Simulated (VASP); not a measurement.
Here is a VASP 6.6.1 calculation.

File INCAR:

```
ALGO = Normal
EDIFF = 1E-6
ENCUT = 520
GGA = PE
ISIF = 2
ISMEAR = 0
LASPH = True
LCHARG = False
LREAL = False
LWAVE = False
NBANDS = 36
NELM = 80
PREC = Accurate
SIGMA = 0.05
```

The input KPOINTS:

```
k-points
0
Gamma
  12 12 2
```

The input POSCAR:

```
SiC
1.0
    3.0175641559      0.0000000000      0.0000000000
   -1.5087820780      2.6132872166      0.0000000000
    0.0000000000      0.0000000000     14.8066590531
Si C
6 6
Direct
    0.0000000000      0.0000000000      0.1250418274
    0.0000000000      0.0000000000      0.6250380904
    0.3333333333      0.6666666667      0.2918884748
    0.6666666667      0.3333333333      0.7917461130
    0.3333333333      0.6666666667      0.9583719294
    0.6666666667      0.3333333333      0.4582472204
    0.0000000000      0.0000000000      0.9967647584
    0.0000000000      0.0000000000      0.5026121274
    0.3333333333      0.6666666667      0.1695576612
    0.6666666667      0.3333333333      0.6641014118
    0.3333333333      0.6666666667      0.8361327995
    0.6666666667      0.3333333333      0.3304975861
```

Potentials or basis: VASP PAW PBE potentials, release 64 (Si, C).

Command:

```console
$ cat potpaw_PBE.64/Si/POTCAR potpaw_PBE.64/C/POTCAR > POTCAR
$ mpirun -np 1 vasp_std > vasp.out
```

(1) What does it give for the largest force?

(2) What does it give for the band gap on the k mesh?

## Answers

(1) 1.580 eV/Å.

(2) 1.98 eV (least direct gap 3.10 eV).

Caveat: the cell differs from its parent crystal (atoms displaced along a vibrational mode, the cell strained); forces of over 1 eV/Å act on the atoms, so gaps and moduli don't describe the material at rest.
